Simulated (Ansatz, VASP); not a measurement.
One calculation of Ta, two programs

INCAR

```
PREC = Accurate
ENCUT = 520
EDIFF = 1E-7
ISMEAR = 0
SIGMA = 0.15
LREAL = False
LASPH = True
NELM = 100
ALGO = Fast
ISIF = 2
LWAVE = False
LCHARG = False
GGA = PE
NBANDS = 12
```

KPOINTS

```
Automatic mesh
0
Gamma
  18 18 18
```

Contents of POSCAR:

```
Ta
1.0
   -1.6138477708      1.6594835689      1.4727916674
    1.6138477708     -1.6594835689      1.4727916674
    1.6138477708      1.6594835689     -1.4727916674
Ta
1
Direct
    0.0000000000      0.0000000000      0.0000000000
```

Input for Ansatz:

```yaml
crystal:
  lattice:
    - [-1.6138477708, 1.6594835689, 1.4727916674]
    - [1.6138477708, -1.6594835689, 1.4727916674]
    - [1.6138477708, 1.6594835689, -1.4727916674]
  atoms:
    - { symbol: Ta, position: [0.0, 0.0, 0.0] }
basis:
  ecutwfc: 420
kpoints:
  mp_grid: { grid: [18, 18, 18] }
hamiltonian:
  xc: pbe
  pseudopotentials: { kind: paw, azcp: { folder: soft_1 } }
scf:
  occupations: { method: gaussian, width: 0.15 }
output:
  forces: true
  stress: true
  eigenvalues: true
```

Change from the starting cell: normal strain along x -0.0275, normal strain along z -0.1125.

Alike in both runs: task single point; functional PBE; k mesh 18 × 18 × 18; occupations gaussian, width 0.15 eV; no spin polarisation.

|  | VASP | Ansatz |
| --- | --- | --- |
| version | VASP 6.6.1 | Ansatz 0.2.0 |
| potentials or method | VASP PAW PBE potentials, release 64 (Ta_pv), cutoff 520 eV | scalar-relativistic, plane waves, PAW |
| valence electrons in the cell | 11 | 13 |

VASP gave:

- gap on the k mesh at the Fermi level (eV): none
- pressure (GPa): 39.7
- traceless stress, the component that is largest in VASP (GPa): 9.44

Task: Estimate Ansatz's values.

Result: gap on the k mesh at the Fermi level (eV): none; pressure (GPa): 39.2; traceless stress, the component that is largest in VASP (GPa): 9.43.

A gap of «none» marks a metal or a gap that the smearing closes. Both programs put the cell under a high pressure, so it lies far from rest at this level. With one functional, cell and mesh, what is left measures potentials, basis and numerics. VASP's potentials hold 11 valence electrons a cell and Ansatz's 13, so a difference there can come from the potentials and not from the codes.

Spin-orbit coupling is off throughout.
